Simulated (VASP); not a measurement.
# V (Im-3m) in VASP: settings compared

Aim: see how the results for V move with the level of theory and the settings. Levels: PBE+D4, revPBE. Tasks: single point.

Program: VASP 6.6.1. These are calculated values, not measurements. Logs are shortened: lines on timing, memory, paths and dates and some standing lists are left out, and cuts for length are marked.

### Step 1. The cell of the first run

The structure is cubic, space group Im-3m (No. 229). The conventional cell has a = 2.976 Å, b = 2.976 Å, c = 2.976 Å, α = 90.00°, β = 90.00°, γ = 90.00°. V (site symmetry m-3m) has 14 V at 2.58 to 2.98 Å within 3.4 Å.

### Step 2. Single point, PBE+D4, collinear spin, ferromagnetic start

The input, INCAR:

```
ALGO     = Normal         # electronic algorithm
EDIFF    = 1E-6           # SCF threshold, eV
ENCUT    = 520            # plane-wave cutoff, eV
GGA      = PE             # functional
ISIF     = 2              # what is computed and relaxed
ISMEAR   = -1             # smearing method
ISPIN    = 2              # spin polarisation
IVDW     = 13             # dispersion correction
LASPH    = True           # aspherical terms in the spheres
LCHARG   = True           # write CHGCAR
LELF     = True           # ELF
LMAXMIX  = 4              # l up to which the mixer works
LORBIT   = 11             # projections on sites
LREAL    = False          # projectors in reciprocal space
LVHAR    = True         
LWAVE    = False          # write WAVECAR
MAGMOM   = 2              # initial moments
NBANDS   = 16             # bands
NELM     = 150            # most SCF steps
PREC     = Accurate       # precision mode
SIGMA    = 0.05           # smearing width, eV
```

The input, KPOINTS:

```
k-points
0
Gamma
  12 12 12
```

The input, POSCAR:

```
V
1.0
   -1.4880118423      1.4880118423      1.4880118423
    1.4880118423     -1.4880118423      1.4880118423
    1.4880118423      1.4880118423     -1.4880118423
V
1
Direct
    0.0000000000      0.0000000000      0.0000000000
```

Potentials or basis: VASP PAW PBE potentials, release 64 (V_sv).

On the command line:

```sh
cat potpaw_PBE.64/V_sv/POTCAR > POTCAR
mpirun -np 1 vasp_std > vasp.out
```

OUTCAR:

```text
EDIFF = 1E-6
   ENCUT = 520
   GGA = PE
   ISIF = 2
   ISMEAR = -1
   ISPIN = 2
   IVDW = 13
   LASPH = True
   LORBIT = 11
   LREAL = False
   NELM = 150
   PREC = Accurate

 ion  position               nearest neighbor table
   1  0.000  0.000  0.000-

  LATTYP: Found a body centered cubic cell.
 ALAT       =     2.9760236846

  Lattice vectors:

 A1 = (  -1.4880118423,   1.4880118423,   1.4880118423)
 A2 = (   1.4880118423,  -1.4880118423,   1.4880118423)
 A3 = (   1.4880118423,   1.4880118423,  -1.4880118423)

Analysis of symmetry for initial positions (statically):
=====================================================================
 Subroutine PRICEL returns:
 Original cell was already a primitive cell.

 Routine SETGRP: Setting up the symmetry group for a
 body centered cubic supercell.

 Subroutine GETGRP returns: Found 48 space group operations
 (whereof 48 operations were pure point group operations)
 out of a pool of 48 trial point group operations.

The static configuration has the point symmetry O_h .

Analysis of symmetry for dynamics (positions and initial velocities):
=====================================================================
 Subroutine PRICEL returns:
 Original cell was already a primitive cell.

 Routine SETGRP: Setting up the symmetry group for a
 body centered cubic supercell.

 Subroutine GETGRP returns: Found 48 space group operations
 (whereof 48 operations were pure point group operations)
 out of a pool of 48 trial point group operations.

The dynamic configuration has the point symmetry O_h .

Analysis of structural, dynamic, and magnetic symmetry:
=====================================================================
 Subroutine PRICEL returns:
 Original cell was already a primitive cell.

 Routine SETGRP: Setting up the symmetry group for a
 body centered cubic supercell.

 Subroutine GETGRP returns: Found 48 space group operations
 (whereof 48 operations were pure point group operations)
 out of a pool of 48 trial point group operations.

The overall configuration has the point symmetry O_h .

 Subroutine INISYM returns: Found 48 space group operations
 (whereof 48 operations are pure point group operations),
 and found     1 'primitive' translations

----------------------------------------------------------------------------------------

                                     Primitive cell

  volume of cell :      13.1789

  direct lattice vectors                    reciprocal lattice vectors
    -1.488011842  1.488011842  1.488011842     0.000000000  0.336018831  0.336018831
     1.488011842 -1.488011842  1.488011842     0.336018831  0.000000000  0.336018831
     1.488011842  1.488011842 -1.488011842     0.336018831  0.336018831  0.000000000

  length of vectors
     2.577312113  2.577312113  2.577312113     0.475202388  0.475202388  0.475202388

  position of ions in fractional coordinates (direct lattice)
     0.000000000  0.000000000  0.000000000

  ion indices of the primitive-cell ions
   primitive index   ion index
                 1           1

----------------------------------------------------------------------------------------

 KPOINTS: k-points

Automatic generation of k-mesh.
 Grid dimensions read from file:
 generate k-points for:   12   12   12

 Generating k-lattice:

  Cartesian coordinates                     Fractional coordinates (reciprocal lattice)
     0.000000000  0.028001569  0.028001569     0.083333333  0.000000000  0.000000000
     0.028001569  0.000000000  0.028001569     0.000000000  0.083333333  0.000000000
     0.028001569  0.028001569  0.000000000     0.000000000  0.000000000  0.083333333

  Length of vectors
     0.039600199  0.039600199  0.039600199

  Shift w.r.t. Gamma in fractional coordinates (k-lattice)
     0.000000000  0.000000000  0.000000000

 Subroutine IBZKPT returns following result:
 ===========================================

 Found     72 irreducible k-points:

 Following reciprocal coordinates:
            Coordinates               Weight
  0.000000  0.000000  0.000000      1.000000
  0.083333  0.000000  0.000000     12.000000
  0.166667  0.000000  0.000000     12.000000
  0.250000  0.000000  0.000000     12.000000
  0.333333  0.000000  0.000000     12.000000
  0.416667  0.000000  0.000000     12.000000
[... 16 lines left out ...]
  0.333333  0.083333  0.083333     24.000000
  0.416667  0.083333  0.083333     12.000000
 [... further k-points ...]
   k-points           NKPTS =     72   k-points in BZ     NKDIM =     72   number of bands    NBANDS=     16
   number of dos      NEDOS =    301   number of ions     NIONS =      1
   total plane-waves  NPLWV =   8000
   dimension x,y,z NGX =    20 NGY =   20 NGZ =   20
   dimension x,y,z NGXF=    40 NGYF=   40 NGZF=   40
   ions per type =               1
   NGX,Y,Z   is equivalent  to a cutoff of  12.90, 12.90, 12.90 a.u.
   NGXF,Y,Z  is equivalent  to a cutoff of  25.80, 25.80, 25.80 a.u.
 SYSTEM =  unknown system
   PREC   = accura    normal or accurate (medium, high low for compatibility)
   ISTART =      0    job   : 0-new  1-cont  2-samecut
   ICHARG =      2    charge: 1-file 2-atom 10-const
   ISPIN  =      2    spin polarized calculation?
   LNONCOLLINEAR =      F non collinear calculations
   LSORBIT =      F    spin-orbit coupling
   LASPH  =      T    aspherical Exc in radial PAW
   ENCUT  =  520.0 eV  38.22 Ry    6.18 a.u.   4.79  4.79  4.79*2*pi/ulx,y,z
   NELM   =    150;   NELMIN=  2; NELMDL= -5     # of ELM steps
   EDIFF  = 0.1E-05   stopping-criterion for ELM
   LREAL  =      F    real-space projection
   EDIFFG = 0.1E-04   stopping-criterion for IOM
   NSW    =      0    number of steps for IOM
   IBRION =     -1    ionic relax: 0-MD 1-quasi-New 2-CG
   NFREE  =      0    steps in history (QN), initial steepest desc. (CG)
   ISIF   =      2    stress and relaxation
   ISYM   =      2    0-nonsym 1-usesym 2-fastsym
   POTIM  = 0.5000    time-step for ionic-motion
   TEBEG  =    0.0;   TEEND  =   0.0 temperature during run
   PSTRESS=    0.0 pullay stress
   NELECT =      13.0000    total number of electrons
   NUPDOWN=      -1.0000    fix difference up-down
   EMIN   =  10.00;   EMAX   =-10.00  energy-range for DOS
   EFERMI =   0.00;   METHOD = LEGACY
   ISMEAR =    -1;   SIGMA  =   0.05  broadening in eV -4-tet -1-fermi 0-gaus
   EFERMI_NEDOS =   21; number of points for ismear=-14 and -15
   IALGO  =     38    algorithm
   IMIX   =      4    mixing-type and parameters
     AMIX     =   0.40;   BMIX     =  1.00
     AMIX_MAG =   1.60;   BMIX_MAG =  1.00
  volume/ion in A,a.u.               =      13.18        88.94
  Fermi-wavevector in a.u.,A,eV,Ry     =   1.629657  3.079605 36.134111  2.655782
  Thomas-Fermi vector in A             =   2.722087
   LORBIT       =     11    0 simple, 1 ext, 2 COOP (PROOUT), +10 PAW based schemes
   GGA     = PE    functional components
   LHFCALC =     F    Hartree Fock is set to
   AEXX    =    0.0000 exact exchange contribution
   IVDW    =    13    specifies the selected vdW correction
   LEPSILON=     F    determine dielectric tensor
   LRPA    =     F    only Hartree local field effects (RPA)
 spin polarized calculation
  energy-cutoff  :      520.00
  volume of cell :       13.18
 maximum number of plane-waves:       370
   NGX =  9   NGY =  9   NGZ =  9

 number of electron      12.9999994 magnetization       0.0002991

 Free energy of the ion-electron system (eV)
  ---------------------------------------------------
  ext. energy  EPLUGINS =         0.00000000
  ---------------------------------------------------
  free energy    TOTEN  =        -8.99004290 eV

  energy without entropy =       -8.97212933  energy(sigma->0) =       -8.98108612

 E-fermi :   9.9759     XC(G=0): -13.0224

 val. band max:        9.9636260349   @ k =  -0.4167   0.5000   0.1667
 cond. band min:      10.0096500740   @ k =  -0.3333   0.3333   0.1667
 fundamental gap:      0.0460240392
 Fermi energy:         9.9759137379

 spin component 1

 k-point     1 :       0.0000    0.0000    0.0000
  band No.  band energies     occupation
      1     -53.7048      1.00000
      2     -26.9694      1.00000
      3     -26.9694      1.00000
      4     -26.9694      1.00000
      5       3.3489      1.00000
      6      10.4034      0.00019
[... 8 lines left out ...]
     15      37.8816      0.00000
     16      42.3272      0.00000

 k-point     2 :       0.0833    0.0000    0.0000
  band No.  band energies     occupation
      1     -53.6906      1.00000
      2     -27.0369      1.00000
      3     -26.9899      1.00000
      4     -26.9699      1.00000
      5       3.6335      1.00000
      6      10.2814      0.00222
[... 8 lines left out ...]
     15      38.3487      0.00000
     16      39.9931      0.00000
[... 387 lines left out ...]
      5       7.2059      1.00000
      6       8.8041      1.00000
[... 8 lines left out ...]
     15      39.5555      0.00000
     16      40.6388      0.00000

 k-point    24 :       0.4167    0.0833    0.0833
  band No.  band energies     occupation
      1     -53.4849      1.00000
      2     -27.8671      1.00000
      3     -27.3141      1.00000
      4     -27.0393      1.00000
      5       7.2009      1.00000
      6       8.7265      1.00000
[... 8 lines left out ...]
     15      39.8547      0.00000
     16      39.9483      0.00000

 [... further k-points ...]

 spin component 2

 k-point     1 :       0.0000    0.0000    0.0000
  band No.  band energies     occupation
      1     -53.7046      1.00000
      2     -26.9692      1.00000
      3     -26.9692      1.00000
      4     -26.9692      1.00000
      5       3.3491      1.00000
      6      10.4036      0.00019
[... 8 lines left out ...]
     15      37.8817      0.00000
     16      42.3274      0.00000

 k-point     2 :       0.0833    0.0000    0.0000
  band No.  band energies     occupation
      1     -53.6904      1.00000
      2     -27.0367      1.00000
      3     -26.9897      1.00000
      4     -26.9697      1.00000
      5       3.6337      1.00000
      6      10.2817      0.00220
[... 8 lines left out ...]
     15      38.3488      0.00000
     16      39.9933      0.00000
[... 387 lines left out ...]
      5       7.2061      1.00000
      6       8.8044      1.00000
[... 8 lines left out ...]
     15      39.5557      0.00000
     16      40.6390      0.00000

 k-point    24 :       0.4167    0.0833    0.0833
  band No.  band energies     occupation
      1     -53.4847      1.00000
      2     -27.8669      1.00000
      3     -27.3139      1.00000
      4     -27.0391      1.00000
      5       7.2011      1.00000
      6       8.7268      1.00000
[... 8 lines left out ...]
     15      39.8549      0.00000
     16      39.9485      0.00000

 [... further k-points ...]

------------------------ aborting loop because EDIFF is reached ----------------------------------------

  DFT-D4 for vdW energy calculation

  Edisp (eV):   -0.33457

  FORCE on cell =-STRESS in cart. coord.  units (eV):
  Direction    XX          YY          ZZ          XY          YZ          ZX
  --------------------------------------------------------------------------------------
  -------------------------------------------------------------------------------------
  Total       0.01974     0.01974     0.01974    -0.00000    -0.00000     0.00000
  in kB       2.39947     2.39947     2.39947    -0.00000    -0.00000     0.00000
  external pressure =        2.40 kB  Pullay stress =        0.00 kB

 VOLUME and BASIS-vectors are now :
 -----------------------------------------------------------------------------
  energy-cutoff  :      520.00
  volume of cell :       13.18
      direct lattice vectors                 reciprocal lattice vectors
    -1.488011842  1.488011842  1.488011842     0.000000000  0.336018831  0.336018831
     1.488011842 -1.488011842  1.488011842     0.336018831  0.000000000  0.336018831
     1.488011842  1.488011842 -1.488011842     0.336018831  0.336018831  0.000000000

 POSITION                                       TOTAL-FORCE (eV/Angst)
 -----------------------------------------------------------------------------------
      0.00000      0.00000      0.00000        -0.000000     -0.000000     -0.000000
 -----------------------------------------------------------------------------------
    total drift:                                0.000000     -0.000000      0.000000

  FREE ENERGIE OF THE ION-ELECTRON SYSTEM (eV)
  ---------------------------------------------------
  free  energy   TOTEN  =        -9.3246103547 eV

  energy  without entropy=       -9.3066967792  energy(sigma->0) =       -9.31565357

 total charge

# of ion       s       p       d       tot
------------------------------------------
    1        2.348   6.228   3.116  11.691

 magnetization (x)

# of ion       s       p       d       tot
------------------------------------------
    1        0.000   0.000   0.000   0.000
```

It took 69 s on 1 thread of Intel Xeon 8259CL, shared host; peak memory 0.15 GiB.

What came out:

| Quantity | Value |
| --- | --- |
| Free energy | -9.3246 eV |
| Pressure | 0.2 GPa |
| Net moment | 0.00 μB per cell |
| Valence electrons inside the program's atomic spheres | V 11.69 |
| Dispersion energy per atom | -0.335 eV |

Levels at points of the mesh, in eV from the Fermi level:
Spin up:
```csv
k point,band 2,band 3,band 4,band 5,band 6,band 7,band 8,band 9,band 10,band 11
"(0.00, 0.00, 0.00)",-36.95,-36.95,-36.95,-6.63,0.43,0.43,0.43,2.49,2.49,20.66
"(0.50, 0.00, 0.00)",-37.91,-37.24,-36.95,-3.24,-1.16,1.73,2.50,2.87,4.24,10.46
"(0.50, 0.50, 0.50)",-37.60,-37.60,-37.60,-3.09,-3.09,3.84,3.84,3.84,10.42,10.42
```
Spin down:
```tsv
k point	band 2	band 3	band 4	band 5	band 6	band 7	band 8	band 9	band 10	band 11
(0.00, 0.00, 0.00)	-36.95	-36.95	-36.95	-6.63	0.43	0.43	0.43	2.49	2.49	20.66
(0.50, 0.00, 0.00)	-37.91	-37.24	-36.95	-3.24	-1.16	1.73	2.50	2.87	4.24	10.46
(0.50, 0.50, 0.50)	-37.60	-37.60	-37.60	-3.08	-3.08	3.84	3.84	3.84	10.42	10.42
```

Caveat: the moments typed at the start vanished in this run.

[end of part 1 of 2]
